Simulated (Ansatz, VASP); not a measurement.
**Two plane-wave programs on Ta2N**

```
Ta N
1.0
     3.11286    0.00000    0.00000
    -1.55643    2.69582    0.00000
     0.00000    0.00000    4.86984
Ta N
2 1
Direct
  0.33333 0.66667 0.25471
  0.66667 0.33333 0.74529
  0.00000 0.00000 0.00000
```

Alike in both runs: functional r2SCAN; k mesh 5 × 5 × 3; occupations fermi-dirac, width 0.1 eV; non-collinear spin, spin-orbit coupling.

|  | VASP | Ansatz |
| --- | --- | --- |
| version | VASP 6.6.1 | Ansatz 0.2.0 |
| potentials or method | VASP PAW PBE potentials, release 64 (Ta_pv, N) | Ansatz PAW |
| plane-wave cutoff (eV) | 520 | 500 |
| valence electrons in the cell | 27 | 31 |
| task | single point | electron localisation function |

Ansatz gave:

- pressure (GPa): -5.3
- traceless stress, the component that is largest in VASP (GPa): 3.06
- rms of the force components (eV/Å): 0.202
- net moment per atom (μB): 0.00

Question: Which values does VASP return?

Answer: Pressure (GPa): -3.6; traceless stress, the component that is largest in VASP (GPa): 2.58; rms of the force components (eV/Å): 0.169; net moment per atom (μB): 0.00.

VASP's potentials were made for PBE, not for r2SCAN. Atom by atom the forces differ by 0.033 eV/Å (rms over components). VASP's potentials hold 27 valence electrons a cell and Ansatz's 31, so a difference there can come from the potentials and not from the codes.

The k mesh is coarse, so the values compare programs but aren't converged.
